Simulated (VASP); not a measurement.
# Al3Co4 in VASP: single point with PBEsol

Aim: the single point of Al3Co4 with PBEsol.

All numbers are computed with VASP 6.6.1; they aren't measurements. Logs are shortened: lines on timing, memory, paths and dates and some standing lists are left out, and cuts for length are marked.

## Step 1: The cell of the first run

The cell holds a slab with vacuum, 7 atoms: a = 2.823 Å, b = 2.823 Å, c = 25.468 Å, α = 90.00°, β = 90.00°, γ = 90.00°.

## Step 2: Single point, PBEsol

Contents of INCAR:

```
SYSTEM = Al3Co4
PREC = Accurate
ENCUT = 520
EDIFF = 1E-7
ISMEAR = 0
SIGMA = 0.1
LREAL = .FALSE.
LASPH = .TRUE.
NELM = 80
ALGO = Normal
ISIF = 2
LWAVE = .FALSE.
LCHARG = .FALSE.
LDIPOL = .TRUE.
IDIPOL = 3
DIPOL = 0.5 0.5 0.499
GGA = PS
NBANDS = 32
```

Contents of KPOINTS:

```
regular mesh
0
G
  10 10 1
  0 0 0
```

Contents of POSCAR:

```
Al3Co4
1.0
    2.8225855360      0.0000000000      0.0000000000
    0.0000000000      2.8225855360      0.0000000000
    0.0000000000      0.0000000000     25.4677566081
Co Al
4 3
Direct
    0.5000000000      0.5000000000      0.3337553492
    0.5000000000      0.5000000000      0.4445851164
    0.5000000000      0.5000000000      0.5542319401
    0.5000000000      0.5000000000      0.6612680112
    0.0000000000      0.0000000000      0.3891702328
    0.0000000000      0.0000000000      0.4998617538
    0.0000000000      0.0000000000      0.6117163893
```

Potentials or basis: VASP PAW PBE potentials, release 64 (Co, Al).

On the command line:

```
$ cat potpaw_PBE.64/Co/POTCAR potpaw_PBE.64/Al/POTCAR > POTCAR
$ mpirun -np 1 vasp_std > vasp.out
```

OUTCAR:

```text
SYSTEM = Al3Co4
   PREC = Accurate
   ENCUT = 520
   EDIFF = 1E-7
   ISMEAR = 0
   LREAL = .FALSE.
   LASPH = .TRUE.
   NELM = 80
   ISIF = 2
   GGA = PS

 ion  position               nearest neighbor table
   1  0.500  0.500  0.334-   5 2.44   5 2.44   5 2.44   5 2.44   2 2.82
   2  0.500  0.500  0.445-   6 2.44   6 2.44   6 2.44   6 2.44   5 2.44   5 2.44   5 2.44   5 2.44
                             3 2.79   1 2.82
   3  0.500  0.500  0.554-   6 2.43   6 2.43   6 2.43   6 2.43   7 2.48   7 2.48   7 2.48   7 2.48
                             4 2.73   2 2.79
   4  0.500  0.500  0.661-   7 2.36   7 2.36   7 2.36   7 2.36   3 2.73
   5  0.000  0.000  0.389-   1 2.44   2 2.44   1 2.44   2 2.44   1 2.44   2 2.44   1 2.44   2 2.44
                             6 2.82
   6  0.000  0.000  0.500-   3 2.43   3 2.43   3 2.43   3 2.43   2 2.44   2 2.44   2 2.44   2 2.44
                             5 2.82   7 2.85
   7  0.000  0.000  0.612-   4 2.36   4 2.36   4 2.36   4 2.36   3 2.48   3 2.48   3 2.48   3 2.48
                             6 2.85

  LATTYP: Found a simple tetragonal cell.
 ALAT       =     2.8225855360
 C/A-ratio  =     9.0228467068

  Lattice vectors:

 A1 = (   2.8225855360,   0.0000000000,   0.0000000000)
 A2 = (   0.0000000000,   2.8225855360,   0.0000000000)
 A3 = (   0.0000000000,   0.0000000000,  25.4677566081)

Analysis of symmetry for initial positions (statically):
=====================================================================
 Subroutine PRICEL returns:
 Original cell was already a primitive cell.

 Routine SETGRP: Setting up the symmetry group for a
 simple tetragonal supercell.

 Subroutine GETGRP returns: Found  8 space group operations
 (whereof  8 operations were pure point group operations)
 out of a pool of 16 trial point group operations.

The static configuration has the point symmetry C_4v.

Analysis of symmetry for dynamics (positions and initial velocities):
=====================================================================
 Subroutine PRICEL returns:
 Original cell was already a primitive cell.

 Routine SETGRP: Setting up the symmetry group for a
 simple tetragonal supercell.

 Subroutine GETGRP returns: Found  8 space group operations
 (whereof  8 operations were pure point group operations)
 out of a pool of 16 trial point group operations.

The dynamic configuration has the point symmetry C_4v.

 Subroutine INISYM returns: Found  8 space group operations
 (whereof  8 operations are pure point group operations),
 and found     1 'primitive' translations

[... 111 lines left out ...]
   NELECT =      45.0000    total number of electrons
   NUPDOWN=      -1.0000    fix difference up-down
   EMIN   =  10.00;   EMAX   =-10.00  energy-range for DOS
   EFERMI =   0.00;   METHOD = LEGACY
   ISMEAR =     0;   SIGMA  =   0.10  broadening in eV -4-tet -1-fermi 0-gaus
   EFERMI_NEDOS =   21; number of points for ismear=-14 and -15
   IALGO  =     38    algorithm
   IMIX   =      4    mixing-type and parameters
     AMIX     =   0.40;   BMIX     =  1.00
     AMIX_MAG =   1.60;   BMIX_MAG =  1.00
  volume/ion in A,a.u.               =      28.99       195.61
  Fermi-wavevector in a.u.,A,eV,Ry     =   0.990948  1.872619 13.360611  0.981977
  Thomas-Fermi vector in A             =   2.122654
   LORBIT       =      0    0 simple, 1 ext, 2 COOP (PROOUT), +10 PAW based schemes
   GGA     = PS    functional components
   LHFCALC =     F    Hartree Fock is set to
   AEXX    =    0.0000 exact exchange contribution
   IVDW    =     0    specifies the selected vdW correction
   LEPSILON=     F    determine dielectric tensor
   LRPA    =     F    only Hartree local field effects (RPA)
 non-spin polarized calculation
 Gauss-broadening in eV      SIGMA  =   0.10
  energy-cutoff  :      520.00
  volume of cell :      202.90
 maximum number of plane-waves:      5512
 NGX is ok and might be reduce to    24
   NGX = 11   NGY = 11   NGZ = 95

 dipolmoment           0.000000      0.000000      0.009687 electrons x Angstroem

 number of electron      44.9999977 magnetization

 dipolmoment           0.000000      0.000000     -0.002855 electrons x Angstroem

 Free energy of the ion-electron system (eV)
  ---------------------------------------------------
  ext. energy  EPLUGINS =         0.00000000
  ---------------------------------------------------
  free energy    TOTEN  =       -43.12036382 eV

  energy without entropy =      -43.07439784  energy(sigma->0) =      -43.09738083

 E-fermi :   1.3167     XC(G=0):  -5.7230

 val. band max:        1.3118736027   @ k =   0.1000   0.0000   0.0000
 cond. band min:       1.3216829195   @ k =   0.5000   0.3000   0.0000
 fundamental gap:      0.0098093168
 Fermi energy:         1.3166627570

 k-point     1 :       0.0000    0.0000    0.0000
  band No.  band energies     occupation
      1      -9.3976      2.00000
      2      -8.2428      2.00000
      3      -6.5939      2.00000
      4      -4.4920      2.00000
      5      -2.5080      2.00000
      6      -1.5354      2.00000
[... 724 lines left out ...]
     31       4.7392      0.00000
     32       5.2698      0.00000

------------------------ aborting loop because EDIFF is reached ----------------------------------------

 vacuum level on the upper side and lower side of the slab       (xc-potential included)        -0.128        -0.013

  FORCE on cell =-STRESS in cart. coord.  units (eV):
  Direction    XX          YY          ZZ          XY          YZ          ZX
  --------------------------------------------------------------------------------------
  -------------------------------------------------------------------------------------
  Total       -3.2028075     -3.2028075     -0.6673433      0.0000000      0.0000000      0.0000000
  in kB      -25.2904468    -25.2904468     -5.2695671      0.0000000      0.0000000      0.0000000
  external PRESSURE =     -18.6168202 kB  Pullay stress =       0.0000000 kB

 VOLUME and BASIS-vectors are now :
 -----------------------------------------------------------------------------
  energy-cutoff  :      520.00
  volume of cell :      202.90
      direct lattice vectors                 reciprocal lattice vectors
     2.822585536  0.000000000  0.000000000     0.354285100  0.000000000  0.000000000
     0.000000000  2.822585536  0.000000000     0.000000000  0.354285100  0.000000000
     0.000000000  0.000000000 25.467756608     0.000000000  0.000000000  0.039265335

 POSITION                                       TOTAL-FORCE (eV/Angst)
 -----------------------------------------------------------------------------------
      1.41129      1.41129      8.50000        -0.000000     -0.000000      0.726737
      1.41129      1.41129     11.32259        -0.000000     -0.000000      0.137530
      1.41129      1.41129     14.11504        -0.000000      0.000000      0.012881
      1.41129      1.41129     16.84101        -0.000000      0.000000      0.050365
      0.00000      0.00000      9.91129        -0.000000      0.000000     -0.875437
      0.00000      0.00000     12.73036        -0.000000      0.000000     -0.019573
      0.00000      0.00000     15.57904         0.000000      0.000000     -0.032502
 -----------------------------------------------------------------------------------
    total drift:                                0.000000     -0.000000     -0.001187

  FREE ENERGIE OF THE ION-ELECTRON SYSTEM (eV)
  ---------------------------------------------------
  free  energy   TOTEN  =       -43.1203638210 eV

  energy  without entropy=      -43.0743978389  energy(sigma->0) =      -43.09738083

 vacuum level on the upper side and lower side of the slab         5.728         5.811
```

OSZICAR:

```text
N       E                     dE             d eps       ncg     rms          rms(c)
DAV:   1     0.305451279140E+03    0.30545E+03   -0.18118E+04  1344   0.128E+03
DAV:   2    -0.308931361256E+02   -0.33634E+03   -0.32036E+03  1392   0.306E+02
DAV:   3    -0.515398794569E+02   -0.20647E+02   -0.19948E+02  1632   0.109E+02
[... 35 lines left out ...]
DAV:  39    -0.431203623037E+02   -0.74839E-06   -0.39757E-08  1032   0.182E-03    0.198E-03
DAV:  40    -0.431203630744E+02   -0.77070E-06   -0.40512E-08  1016   0.136E-03    0.134E-03
DAV:  41    -0.431203634482E+02   -0.37379E-06   -0.17419E-08  1008   0.119E-03    0.713E-04
DAV:  42    -0.431203637629E+02   -0.31474E-06   -0.17636E-08   944   0.900E-04    0.310E-04
DAV:  43    -0.431203638210E+02   -0.58064E-07   -0.36852E-09   984   0.388E-04
   1 F= -.43120364E+02 E0= -.43097381E+02  d E =-.459660E-01
```

Run time: 3.9 min. Hardware: 1 thread of Intel Xeon 6975P-C (Granite Rapids), shared host; peak memory 0.37 GiB.

What came out:

```
Free energy            : -43.1204 eV
Largest force          : 0.875 eV/Å
Band gap on the k mesh : zero (an odd number of electrons rules out a gap without spin polarisation)
```

Forces on the atoms (eV/Å):
```
Co   0.000  0.000  0.727
Co   0.000  0.000  0.138
Co   0.000  0.000  0.013
Co   0.000  0.000  0.050
Al   0.000  0.000 -0.875
Al   0.000  0.000 -0.020
Al   0.000  0.000 -0.033
```

Caveat: the PAW data sets were made with another functional, which shifts forces and pressure a little; the run has no spin polarisation, though such a crystal can be magnetic. Spin polarisation is off, so any magnetic state and its effect on volume and gap are missing.
